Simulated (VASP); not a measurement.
Wanted: the native input for a VASP 6.6.1 run.

```yaml
Task: G0W0 quasiparticle levels
Functional: PBE
Potentials_or_basis: VASP PAW PBE potentials, release 64 (Cd_GW, S_GW)
Cutoff: 500 eV
k_mesh: 4 × 4 × 4
Occupations: gaussian, width 0.01 eV
Spin: no spin polarisation
Dipole_correction: no
GW_scheme: G0W0
GW_iterations: 1
Cutoff_of_the_response_function: 150
Frequency_points: 96
Empty_bands: 224
Further_INCAR_settings: ALGO = EVGW0; EDIFF = 1e-08; NBANDS = 233
```

The system is CdS.

```xyz
2
Lattice="0.0000 2.9980 2.9980 2.9980 0.0000 2.9980 2.9980 2.9980 0.0000" Properties=species:S:1:pos:R:3 pbc="T T T"
Cd    0.0000    0.0000    0.0000
S     1.4990    1.4990    1.4990
```

One way to write it, as run:

POSCAR

```
CdS
1.0
    0.0000000000      2.9979991399      2.9979991399
    2.9979991399      0.0000000000      2.9979991399
    2.9979991399      2.9979991399      0.0000000000
Cd S
1 1
Direct
    0.0000000000      0.0000000000      0.0000000000
    0.2500000000      0.2500000000      0.2500000000
```

INCAR.step1

```
ALGO = Normal
EDIFF = 1E-8
ENCUT = 500
GGA = PE
ISMEAR = 0
LASPH = T
LCHARG = F
LREAL = F
LWAVE = T
NELM = 80
PREC = Accurate
SIGMA = 0.01
```

INCAR.step2

```
ALGO = Exact
EDIFF = 1E-8
ENCUT = 500
GGA = PE
ISMEAR = 0
ISTART = 1
LASPH = T
LCHARG = F
LOPTICS = T
LREAL = F
LWAVE = T
NBANDS = 233
NELM = 1
PREC = Accurate
SIGMA = 0.01
```

INCAR.step3

```
ALGO = EVGW0
EDIFF = 1E-8
ENCUT = 500
ENCUTGW = 150.0
GGA = PE
ISMEAR = 0
ISTART = 1
LASPH = T
LCHARG = F
LREAL = F
LWAVE = F
NBANDS = 233
NBANDSGW = 17
NELMGW = 1
NOMEGA = 96
OMEGAMAX = 20
PREC = Accurate
PRECFOCK = Fast
SIGMA = 0.01
```

KPOINTS

```
k-points
0
Gamma
  4 4 4
```

Potentials or basis: VASP PAW PBE potentials, release 64 (Cd_GW, S_GW).

Launch:

```console
$ cat potpaw_PBE.64/Cd_GW/POTCAR potpaw_PBE.64/S_GW/POTCAR > POTCAR
$ cp INCAR.step1 INCAR
$ mpirun -np 1 vasp_std > vasp.out
$ cp INCAR.step2 INCAR
$ mpirun -np 1 vasp_std > vasp.out
$ cp INCAR.step3 INCAR
$ mpirun -np 1 vasp_std > vasp.out
```

It gave:

```json
{
  "Quasiparticle gap": "1.67 eV",
  "Least direct quasiparticle gap": "1.67 eV",
  "Band gap of the starting levels on the mesh": "0.95 eV",
  "Least direct gap of the starting levels on the mesh": "0.95 eV"
}
```

Caveat: the k points lie up to 0.45 Å⁻¹ apart; bands, screening cutoff and mesh are small and nothing is extrapolated, so the quasiparticle values aren't converged; the structure was generated, so it needn't be the stable form of CdS.

It took 4.2 min on 1 thread of Intel(R) Xeon(R) 6975P-C (Granite Rapids), with other jobs on the host, peak memory 0.69 GiB.
